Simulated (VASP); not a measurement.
# WSe2 (P6_3/mmc) in VASP: a series of runs

The runs below take WSe2 through single point, with PBEsol.

Everything below comes from runs of VASP 6.6.1. Logs are shortened: lines on timing, memory, paths and dates and some standing lists are left out, and cuts for length are marked.

## (1) The cell of the first run

Symmetry: P6_3/mmc, No. 194, hexagonal system. The conventional cell has a = 3.238 Å, b = 3.238 Å, c = 13.295 Å, α = 90.00°, β = 90.00°, γ = 120.00°. W (site symmetry -6m2) has 6 Se at 2.52 Å and 6 W at 3.24 Å within 3.3 Å. Within 3.4 Å of Se (site symmetry 3m) lie 3 W at 2.52 Å and 7 Se at 3.24 to 3.37 Å.

## (2) Single point, PBEsol

INCAR

```
PREC = Accurate
ENCUT = 520
EDIFF = 1E-6
ISMEAR = 0
SIGMA = 0.02
LREAL = False
LASPH = True
NELM = 60
ALGO = Normal
ISIF = 2
LWAVE = False
LCHARG = False
GGA = PS
NBANDS = 35
```

KPOINTS

```
Automatic mesh
0
Gamma
  12 12 2
```

POSCAR

```
WSe2
1.0
    3.2383849002      0.0000000000      0.0000000000
   -1.6191924501      2.8045235908      0.0000000000
    0.0000000000      0.0000000000     13.2948374046
W Se
2 4
Direct
    0.6666666667      0.3333333333      0.7500000000
    0.3333333333      0.6666666667      0.2500000000
    0.3333333333      0.6666666667      0.8768797628
    0.6666666667      0.3333333333      0.3768797628
    0.3333333333      0.6666666667      0.6231202372
    0.6666666667      0.3333333333      0.1231202372
```

Potentials or basis: VASP PAW PBE potentials, release 64 (W_sv, Se).

Started as:

```console
$ cat potpaw_PBE.64/W_sv/POTCAR potpaw_PBE.64/Se/POTCAR > POTCAR
$ mpirun -np 1 vasp_std > vasp.out
```

OUTCAR:

```text
PREC = Accurate
   ENCUT = 520
   EDIFF = 1E-6
   ISMEAR = 0
   LREAL = False
   LASPH = True
   NELM = 60
   ISIF = 2
   GGA = PS

 ion  position               nearest neighbor table
   1  0.667  0.333  0.750-   3 2.52   5 2.52   3 2.52   5 2.52   3 2.52   5 2.52
   2  0.333  0.667  0.250-   4 2.52   6 2.52   4 2.52   6 2.52   4 2.52   6 2.52
   3  0.333  0.667  0.877-   1 2.52   1 2.52   1 2.52
   4  0.667  0.333  0.377-   2 2.52   2 2.52   2 2.52
   5  0.333  0.667  0.623-   1 2.52   1 2.52   1 2.52
   6  0.667  0.333  0.123-   2 2.52   2 2.52   2 2.52

  LATTYP: Found a hexagonal cell.
 ALAT       =     3.2383849002
 C/A-ratio  =     4.1053913646

  Lattice vectors:

 A1 = (   3.2383849002,   0.0000000000,   0.0000000000)
 A2 = (  -1.6191924501,   2.8045235908,   0.0000000000)
 A3 = (   0.0000000000,   0.0000000000,  13.2948374046)

Analysis of symmetry for initial positions (statically):
=====================================================================
 Subroutine PRICEL returns:
 Original cell was already a primitive cell.

 Routine SETGRP: Setting up the symmetry group for a
 hexagonal supercell.

 Subroutine GETGRP returns: Found 24 space group operations
 (whereof 12 operations were pure point group operations)
 out of a pool of 24 trial point group operations.

The static configuration has the point symmetry D_3d.
 The point group associated with its full space group is D_6h.

Analysis of symmetry for dynamics (positions and initial velocities):
=====================================================================
 Subroutine PRICEL returns:
 Original cell was already a primitive cell.

 Routine SETGRP: Setting up the symmetry group for a
 hexagonal supercell.

 Subroutine GETGRP returns: Found 24 space group operations
 (whereof 12 operations were pure point group operations)
 out of a pool of 24 trial point group operations.

The dynamic configuration has the point symmetry D_3d.
 The point group associated with its full space group is D_6h.

 Subroutine INISYM returns: Found 24 space group operations
 (whereof 12 operations are pure point group operations),
 and found     1 'primitive' translations

----------------------------------------------------------------------------------------

                                     Primitive cell

  volume of cell :     120.7454

  direct lattice vectors                    reciprocal lattice vectors
     3.238384900  0.000000000  0.000000000     0.308795906  0.178283400  0.000000000
    -1.619192450  2.804523591  0.000000000     0.000000000  0.356566799  0.000000000
     0.000000000  0.000000000 13.294837405     0.000000000  0.000000000  0.075217167

  length of vectors
     3.238384900  3.238384900 13.294837405     0.356566799  0.356566799  0.075217167

  position of ions in fractional coordinates (direct lattice)
     0.666666667  0.333333333  0.750000000
     0.333333333  0.666666667  0.250000000
     0.333333333  0.666666667  0.876879763
     0.666666667  0.333333333  0.376879763
     0.333333333  0.666666667  0.623120237
     0.666666667  0.333333333  0.123120237

  ion indices of the primitive-cell ions
   primitive index   ion index
                 1           1
                 2           2
                 3           3
                 4           4
                 5           5
                 6           6

----------------------------------------------------------------------------------------

 KPOINTS: Automatic mesh

Automatic generation of k-mesh.
 Grid dimensions read from file:
 generate k-points for:   12   12    2

 Generating k-lattice:

  Cartesian coordinates                     Fractional coordinates (reciprocal lattice)
     0.025732992  0.014856950  0.000000000     0.083333333  0.000000000  0.000000000
     0.000000000  0.029713900  0.000000000     0.000000000  0.083333333  0.000000000
     0.000000000  0.000000000  0.037608583     0.000000000  0.000000000  0.500000000

  Length of vectors
     0.029713900  0.029713900  0.037608583

  Shift w.r.t. Gamma in fractional coordinates (k-lattice)
     0.000000000  0.000000000  0.000000000

 Subroutine IBZKPT returns following result:
 ===========================================

 Found     38 irreducible k-points:

 Following reciprocal coordinates:
            Coordinates               Weight
  0.000000  0.000000  0.000000      1.000000
  0.083333  0.000000  0.000000      6.000000
  0.166667  0.000000  0.000000      6.000000
  0.250000  0.000000  0.000000      6.000000
  0.333333  0.000000  0.000000      6.000000
  0.416667  0.000000  0.000000      6.000000
[... 16 lines left out ...]
  0.250000  0.000000  0.500000      6.000000
  0.333333  0.000000  0.500000      6.000000
 [... further k-points ...]
   k-points           NKPTS =     38   k-points in BZ     NKDIM =     38   number of bands    NBANDS=     35
   number of dos      NEDOS =    301   number of ions     NIONS =      6
   total plane-waves  NPLWV =  57600
   dimension x,y,z NGX =    24 NGY =   24 NGZ =  100
   dimension x,y,z NGXF=    48 NGYF=   48 NGZF=  200
   ions per type =               2   4
   NGX,Y,Z   is equivalent  to a cutoff of  12.32, 12.32, 12.50 a.u.
   NGXF,Y,Z  is equivalent  to a cutoff of  24.64, 24.64, 25.01 a.u.
 SYSTEM =  unknown system
   PREC   = accura    normal or accurate (medium, high low for compatibility)
   ISTART =      0    job   : 0-new  1-cont  2-samecut
   ICHARG =      2    charge: 1-file 2-atom 10-const
   ISPIN  =      1    spin polarized calculation?
   LNONCOLLINEAR =      F non collinear calculations
   LSORBIT =      F    spin-orbit coupling
   LASPH  =      T    aspherical Exc in radial PAW
   ENCUT  =  520.0 eV  38.22 Ry    6.18 a.u.   6.02  6.02 24.72*2*pi/ulx,y,z
   NELM   =     60;   NELMIN=  2; NELMDL= -5     # of ELM steps
   EDIFF  = 0.1E-05   stopping-criterion for ELM
   LREAL  =      F    real-space projection
   EDIFFG = 0.1E-04   stopping-criterion for IOM
   NSW    =      0    number of steps for IOM
   IBRION =     -1    ionic relax: 0-MD 1-quasi-New 2-CG
   NFREE  =      0    steps in history (QN), initial steepest desc. (CG)
   ISIF   =      2    stress and relaxation
   ISYM   =      2    0-nonsym 1-usesym 2-fastsym
   POTIM  = 0.5000    time-step for ionic-motion
   TEBEG  =    0.0;   TEEND  =   0.0 temperature during run
   PSTRESS=    0.0 pullay stress
   NELECT =      52.0000    total number of electrons
   NUPDOWN=      -1.0000    fix difference up-down
   EMIN   =  10.00;   EMAX   =-10.00  energy-range for DOS
   EFERMI =   0.00;   METHOD = LEGACY
   ISMEAR =     0;   SIGMA  =   0.02  broadening in eV -4-tet -1-fermi 0-gaus
   EFERMI_NEDOS =   21; number of points for ismear=-14 and -15
   IALGO  =     38    algorithm
   IMIX   =      4    mixing-type and parameters
     AMIX     =   0.40;   BMIX     =  1.00
     AMIX_MAG =   1.60;   BMIX_MAG =  1.00
  volume/ion in A,a.u.               =      20.12       135.81
  Fermi-wavevector in a.u.,A,eV,Ry     =   1.236286  2.336242 20.795199  1.528404
  Thomas-Fermi vector in A             =   2.370901
   LORBIT       =      0    0 simple, 1 ext, 2 COOP (PROOUT), +10 PAW based schemes
   GGA     = PS    functional components
   LHFCALC =     F    Hartree Fock is set to
   AEXX    =    0.0000 exact exchange contribution
   IVDW    =     0    specifies the selected vdW correction
   LEPSILON=     F    determine dielectric tensor
   LRPA    =     F    only Hartree local field effects (RPA)
 non-spin polarized calculation
 Gauss-broadening in eV      SIGMA  =   0.02
  energy-cutoff  :      520.00
  volume of cell :      120.75
 maximum number of plane-waves:      3294
   NGX = 13   NGY = 13   NGZ = 49

 number of electron      52.0000003 magnetization

 Free energy of the ion-electron system (eV)
  ---------------------------------------------------
  ext. energy  EPLUGINS =         0.00000000
  ---------------------------------------------------
  free energy    TOTEN  =       -46.52959701 eV

  energy without entropy =      -46.52959701  energy(sigma->0) =      -46.52959701

 E-fermi :   6.2992     XC(G=0): -10.9060

 val. band max:        6.0087002999   @ k =   0.0000   0.0000   0.0000
 cond. band min:       7.0871206520   @ k =   0.1667   0.1667   0.0000
 fundamental gap:      1.0784203521
 Fermi energy:         6.2991663820

 k-point     1 :       0.0000    0.0000    0.0000
  band No.  band energies     occupation
      1     -68.0250      2.00000
      2     -68.0250      2.00000
      3     -32.3146      2.00000
      4     -32.3146      2.00000
      5     -32.1295      2.00000
      6     -32.1295      2.00000
[... 27 lines left out ...]
     34       9.2653      0.00000
     35      10.8455      0.00000

 k-point     2 :       0.0833    0.0000    0.0000
  band No.  band energies     occupation
      1     -68.0242      2.00000
      2     -68.0242      2.00000
      3     -32.3110      2.00000
      4     -32.3110      2.00000
      5     -32.1484      2.00000
      6     -32.1484      2.00000
[... 27 lines left out ...]
     34       9.2510      0.00000
     35      11.4826      0.00000

 k-point     3 :       0.1667    0.0000    0.0000
  band No.  band energies     occupation
      1     -68.0218      2.00000
      2     -68.0218      2.00000
      3     -32.3011      2.00000
      4     -32.3011      2.00000
      5     -32.1998      2.00000
      6     -32.1998      2.00000
[... 27 lines left out ...]
     34       9.7020      0.00000
     35      12.3240      0.00000
[... 723 lines left out ...]
 k-point    23 :       0.2500    0.0000    0.5000
  band No.  band energies     occupation
      1     -68.0185      2.00000
      2     -68.0185      2.00000
      3     -32.2875      2.00000
      4     -32.2875      2.00000
      5     -32.2693      2.00000
      6     -32.2693      2.00000
[... 27 lines left out ...]
     34      10.0194      0.00000
     35      12.5870      0.00000

 k-point    24 :       0.3333    0.0000    0.5000
  band No.  band energies     occupation
      1     -68.0152      2.00000
      2     -68.0152      2.00000
      3     -32.3378      2.00000
      4     -32.3378      2.00000
      5     -32.2739      2.00000
      6     -32.2739      2.00000
[... 27 lines left out ...]
     34      10.2705      0.00000
     35      11.8541      0.00000

 [... further k-points ...]
[... 5 lines left out ...]
  --------------------------------------------------------------------------------------
  -------------------------------------------------------------------------------------
  Total        2.0867050      2.0867050      0.4007497      0.0000000      0.0000000      0.0000000
  in kB       27.6886037     27.6886037      5.3175704      0.0000000      0.0000000      0.0000000
  external PRESSURE =      20.2315926 kB  Pullay stress =       0.0000000 kB

 VOLUME and BASIS-vectors are now :
 -----------------------------------------------------------------------------
  energy-cutoff  :      520.00
  volume of cell :      120.75
      direct lattice vectors                 reciprocal lattice vectors
     3.238384900  0.000000000  0.000000000     0.308795906  0.178283400  0.000000000
    -1.619192450  2.804523591  0.000000000     0.000000000  0.356566799  0.000000000
     0.000000000  0.000000000 13.294837405     0.000000000  0.000000000  0.075217167

 POSITION                                       TOTAL-FORCE (eV/Angst)
 -----------------------------------------------------------------------------------
      1.61919      0.93484      9.97113        -0.000000     -0.000000      0.000000
     -0.00000      1.86968      3.32371         0.000000      0.000000      0.000000
     -0.00000      1.86968     11.65797         0.000000     -0.000000      0.064057
      1.61919      0.93484      5.01056         0.000000     -0.000000      0.064057
     -0.00000      1.86968      8.28428        -0.000000      0.000000     -0.064057
      1.61919      0.93484      1.63686        -0.000000      0.000000     -0.064057
 -----------------------------------------------------------------------------------
    total drift:                               -0.000000      0.000000     -0.000000

  FREE ENERGIE OF THE ION-ELECTRON SYSTEM (eV)
  ---------------------------------------------------
  free  energy   TOTEN  =       -46.5295970142 eV

  energy  without entropy=      -46.5295970142  energy(sigma->0) =      -46.52959701
```

Run time: 78 s. Hardware: 1 thread of AMD EPYC 9R45 (Zen 5), shared host; peak memory 0.27 GiB.

Results:

| Item | Value |
| --- | --- |
| Free energy | -46.5296 eV |
| Pressure | 2.0 GPa |
| Largest force | 0.064 eV/Å |
| Band gap on the k mesh | 1.08 eV (least direct gap 1.73 eV) |

Forces on the atoms (eV/Å):
```
W    0.000  0.000  0.000
W    0.000  0.000  0.000
Se   0.000  0.000  0.064
Se   0.000  0.000  0.064
Se   0.000  0.000 -0.064
Se   0.000  0.000 -0.064
```

Stress tensor (GPa, compression positive):
```
2.77 0.00 0.00
0.00 2.77 0.00
0.00 0.00 0.53
```

Levels at points of the mesh, in eV from the valence-band top:
```
           k point  band 22  band 23  band 24  band 25  band 26  band 27  band 28  band 29  band 30  band 31
(0.00, 0.00, 0.00)    -1.23    -1.19    -1.19    -1.13     0.00     3.00     3.00     3.04     3.04     3.10
(0.50, 0.00, 0.00)    -2.36    -1.27    -1.17    -0.99    -0.79     2.52     2.54     2.55     2.97     3.17
(0.00, 0.00, 0.50)    -1.21    -1.21    -1.21    -0.26    -0.26     3.00     3.00     3.00     3.00     3.19
(0.50, 0.00, 0.50)    -2.47    -1.21    -1.21    -0.89    -0.89     2.54     2.54     2.78     2.78     3.56
```

Caveat: the PAW data sets were made with another functional, which shifts forces and pressure a little; spin-orbit coupling is left out, which moves the levels of the heavy elements; this functional lacks dispersion, which binds layers or chains, so the pressure and a relaxed spacing across them are unreliable. A k mesh can miss the band edges.

(Part 1 of 2 ends here.)
